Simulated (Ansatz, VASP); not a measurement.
## BaTe in VASP and in Ansatz

File POSCAR:

```
BaTe
1.0
    4.1318214171      0.0000000000      0.0000000000
    0.0000000000      4.1318214171      0.0000000000
    0.0000000000      0.0000000000      4.1318214171
Ba Te
1 1
Direct
    0.0000000000      0.0000000000      0.0000000000
    0.5000000000      0.5000000000      0.5000000000
```

INCAR.step1

```
PREC = Accurate ; ENCUT = 520
ISMEAR = 0 ; SIGMA = 0.02
LREAL = False ; LASPH = True
NELM = 80 ; NBANDS = 15
GGA = PE ; ALGO = Normal
EDIFF = 1E-4 ; LWAVE = True
LCHARG = False
```

Contents of INCAR.step2:

```
PREC = Accurate ; ENCUT = 520
EDIFF = 1E-6 ; ISMEAR = 0
SIGMA = 0.02 ; LREAL = False
LASPH = True ; NELM = 80
ALGO = Normal ; ISIF = 2
LWAVE = False ; LCHARG = False
METAGGA = R2SCAN ; LMIXTAU = True
NBANDS = 15 ; ISTART = 1
```

Contents of KPOINTS:

```
Automatic mesh
0
Gamma
  6 6 6
```

Input for Ansatz:

```yaml
crystal:
  lattice:
    - [4.1318214171, 0.0, 0.0]
    - [0.0, 4.1318214171, 0.0]
    - [0.0, 0.0, 4.1318214171]
  atoms:
    - { symbol: Ba, position: [0.0, 0.0, 0.0] }
    - { symbol: Te, position: [0.5, 0.5, 0.5] }
basis:
  ecutwfc: 500
kpoints:
  mp_grid: { grid: [6, 6, 6] }
hamiltonian:
  xc: r2scan
scf:
  occupations: { method: gaussian, width: 0.02 }
output:
  forces: true
  stress: true
  eigenvalues: true
```

Alike in both runs: task single point; functional r2SCAN; k mesh 6 × 6 × 6; occupations gaussian, width 0.02 eV; no spin polarisation.

|  | VASP | Ansatz |
| --- | --- | --- |
| version | VASP 6.6.1 | Ansatz 0.2.0 |
| potentials or method | VASP PAW PBE potentials, release 64 (Ba_sv, Te), cutoff 520 eV | scalar-relativistic, plane waves, PAW |
| valence electrons in the cell | 16 | 26 |

Ansatz gave:

```
gap on the k mesh at the Fermi level (eV) : 1.01
least direct gap on the mesh (eV)         : 1.35
pressure (GPa)                            : 3.2
```

Estimate VASP's values.

gap on the k mesh at the Fermi level (eV): 0.89; least direct gap on the mesh (eV): 1.27; pressure (GPa): 3.9.

VASP's potentials were made for PBE, not for r2SCAN. VASP's potentials hold 16 valence electrons a cell and Ansatz's 26, so a difference there can come from the potentials and not from the codes.

Spin-orbit coupling is off throughout.
